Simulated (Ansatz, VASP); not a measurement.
## B2P3 in VASP and in Ansatz

Contents of INCAR:

```
SYSTEM = B2P3
  PREC = Accurate
  ENCUT = 600
  EDIFF = 1E-6
  ISMEAR = 0
  SIGMA = 0.1
  LREAL = .FALSE.
  LASPH = .TRUE.
  NELM = 100
  ALGO = Normal
  ISIF = 3
  LWAVE = .FALSE.
  LCHARG = .FALSE.
  GGA = PE
  IBRION = 2
  NSW = 90
  EDIFFG = -0.04
```

KPOINTS

```
regular mesh
0
G
  4 4 4
  0 0 0
```

POSCAR

```
B2P3
1.0
    2.6711082500     -3.3680226600      0.0000000000
    2.6711082500      3.3680226600      0.0000000000
    0.0000000000      0.0000000000      4.8755986800
B P
2 3
Direct
    0.1671284500      0.8328715500      0.0000000000
    0.8328715500      0.1671284500      0.0000000000
    0.5000000000      0.5000000000      0.6991788400
    0.5000000000      0.5000000000      0.3008211600
    0.0000000000      0.0000000000      0.5000000000
```

Input for Ansatz:

```yaml
crystal:
  lattice:
    - [2.67110825, -3.36802266, 0.0]
    - [2.67110825, 3.36802266, 0.0]
    - [0.0, 0.0, 4.87559868]
  atoms:
    - { symbol: B, position: [0.16712845, 0.83287155, 0.0] }
    - { symbol: B, position: [0.83287155, 0.16712845, 0.0] }
    - { symbol: P, position: [0.5, 0.5, 0.69917884] }
    - { symbol: P, position: [0.5, 0.5, 0.30082116] }
    - { symbol: P, position: [0.0, 0.0, 0.5] }
basis:
  ecutwfc: 420
kpoints:
  mp_grid: { grid: [4, 4, 4] }
hamiltonian:
  xc: pbe
scf:
  occupations: { method: gaussian, width: 0.1 }
  lower_state_search: "off"
output:
  forces: true
  stress: true
  eigenvalues: true
relax:
  adjacent_minimum: "off"
  f_tol: 0.04
  max_steps: 70
  cell: { stress_tol: 0.4 }
```

Alike in both runs: task relaxation of cell and atoms; functional PBE; k mesh 4 × 4 × 4; occupations gaussian, width 0.1 eV; no spin polarisation.

|  | VASP | Ansatz |
| --- | --- | --- |
| version | VASP 6.6.1 | Ansatz 0.2.0 |
| potentials or method | VASP PAW PBE potentials, release 64 (B, P), cutoff 600 eV | scalar-relativistic, plane waves, PAW |
| valence electrons in the cell | 21 | 21 |

|  | VASP | Ansatz | Ansatz less VASP |
| --- | --- | --- | --- |
| gap on the k mesh at the Fermi level, each at its own relaxed structure (eV) | none | none | - |
| relaxed volume (Å³/atom) | 11.35 | 11.36 | +0.014 |
| relaxed cell length with the largest relative difference (Å) | 3.074 | 3.076 | +0.0022 |

A gap of «none» marks a metal or a gap that the smearing closes.

The k mesh is coarse, so the values compare programs but aren't converged. Noted on VASP's run: the volume moved by over 15 % at a fixed basis, so the end points are rough.
